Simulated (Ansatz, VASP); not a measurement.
InP: VASP beside Ansatz

File POSCAR:

```
InP
1.0
    0.0000000000      2.9537876370      2.9537876370
    2.9537876370      0.0000000000      2.9537876370
    2.9537876370      2.9537876370      0.0000000000
In P
1 1
Direct
    0.0000000000      0.0000000000      0.0000000000
    0.2500000000      0.2500000000      0.2500000000
```

Contents of INCAR.step1:

```
SYSTEM = InP
  PREC = Accurate
  ENCUT = 520
  EDIFF = 1E-5
  ISMEAR = 0
  SIGMA = 0.01
  LREAL = .False.
  LASPH = .True.
  NELM = 100
  ALGO = Normal
  ISIF = 2
  LWAVE = .True.
  LCHARG = .False.
  NBANDS = 16
  GGA = PE
```

The input INCAR.step2:

```
SYSTEM = InP
  PREC = Accurate
  ENCUT = 520
  EDIFF = 1E-6
  ISMEAR = 0
  SIGMA = 0.01
  LREAL = .False.
  LASPH = .True.
  NELM = 100
  ALGO = Normal
  ISIF = 2
  LWAVE = .False.
  LCHARG = .False.
  GGA = PE
  LHFCALC = .True.
  AEXX = 0.25
  PRECFOCK = Normal
  NBANDS = 16
  ISTART = 1
```

KPOINTS

```
regular mesh
0
Gamma
  6 6 6
  0 0 0
```

Input for Ansatz:

```yaml
crystal:
  lattice:
    - [0.0, 2.953787637, 2.953787637]
    - [2.953787637, 0.0, 2.953787637]
    - [2.953787637, 2.953787637, 0.0]
  atoms:
    - { symbol: In, position: [0.0, 0.0, 0.0] }
    - { symbol: P, position: [0.25, 0.25, 0.25] }
kpoints:
  mp_grid: { grid: [6, 6, 6] }
  band_path:
    path:
      - [0.0, 0.0, 0.0]
      - [-0.5, -0.5, 0.0]
      - [-0.375, -0.375, 0.25]
      - [-0.375, 0.0, 0.375]
      - [0.0, 0.0, 0.5]
      - [-0.5, -0.25, 0.25]
    npoints: 1
hamiltonian:
  xc: pbe0
scf:
  occupations: { method: fixed }
  n_extra_bands: 4
output:
  forces: true
  stress: true
  eigenvalues: true
  write_density: true
  write_potential: true
  elf: true
  volumetric_format: npy
```

Alike in both runs: task single point; functional PBE0; k mesh 6 × 6 × 6; no spin polarisation.

|  | VASP | Ansatz |
| --- | --- | --- |
| version | VASP 6.6.1 | Ansatz 0.2.0 |
| potentials or method | VASP PAW PBE potentials, release 64 (In_d, P) | plane waves, PAW |
| plane-wave cutoff (eV) | 520 | 420 |
| occupations | gaussian, width 0.01 eV | fixed |
| valence electrons in the cell | 18 | 18 |

|  | VASP | Ansatz | Ansatz less VASP |
| --- | --- | --- | --- |
| gap on the k mesh at the Fermi level (eV) | 1.99 | 1.96 | -0.026 |
| pressure (GPa) | -0.6 | -0.4 | +0.20 |

Ansatz's warnings: stress exchange threshold loose, stress scf threshold loose.
